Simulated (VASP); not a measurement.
MgBe2SO2, 6 atoms in the cell. Symmetry: P-4m2, No. 115, tetragonal system. Conventional cell: a = 3.351 Å, b = 3.351 Å, c = 8.813 Å, α = 90.00°, β = 90.00°, γ = 90.00°. Within 2.4 Å of Mg (site symmetry -4m2) lie 4 O at 1.82 Å and 4 Be at 2.37 Å. Be (site symmetry -4m2) has 4 O at 1.82 Å and 4 Mg at 2.37 Å within 2.4 Å. Be (site symmetry -4m2) has 4 S at 2.37 Å within 3.1 Å. S (site symmetry -4m2) has 4 Be at 2.37 Å within 3.1 Å. Within 2.4 Å of O (site symmetry 2mm) lie 2 Mg at 1.82 Å and 2 Be at 1.82 Å. The cell was built from a structure type or drawn by symmetry, and may not be a known phase.

| Quantity | Value |
| --- | --- |
| Program | VASP 6.6.1 |
| Task | relaxation of cell and atoms |
| Functional | PBE |
| Potentials or basis | VASP PAW PBE potentials, release 64 (Mg, Be, S, O) |
| Cutoff | 600 eV |
| k mesh | 6 × 6 × 2 |
| Occupations | gaussian, width 0.1 eV |
| Spin | no spin polarisation |
| Dipole correction | no |
| Further INCAR settings | ALGO = Normal; EDIFF = 1e-07; IBRION = 2; EDIFFG = -0.04; NSW = 90; ISIF = 3 |

Potentials or basis: VASP PAW PBE potentials, release 64 (Mg, Be, S, O).

Launch:

```bash
$ cat potpaw_PBE.64/Mg/POTCAR potpaw_PBE.64/Be/POTCAR potpaw_PBE.64/S/POTCAR potpaw_PBE.64/O/POTCAR > POTCAR
$ mpirun -np 1 vasp_std > vasp.out
```

Hardware: 1 thread of Intel(R) Xeon(R) Platinum 8488C (Sapphire Rapids), with other jobs on the host.

Problem. Estimate the wall time of this run.

Solution. It took 70 s on 1 thread of Intel(R) Xeon(R) Platinum 8488C (Sapphire Rapids), on a shared host, peak memory 0.25 GiB. Counts: scf iterations 17, k points 20, ion steps 1.
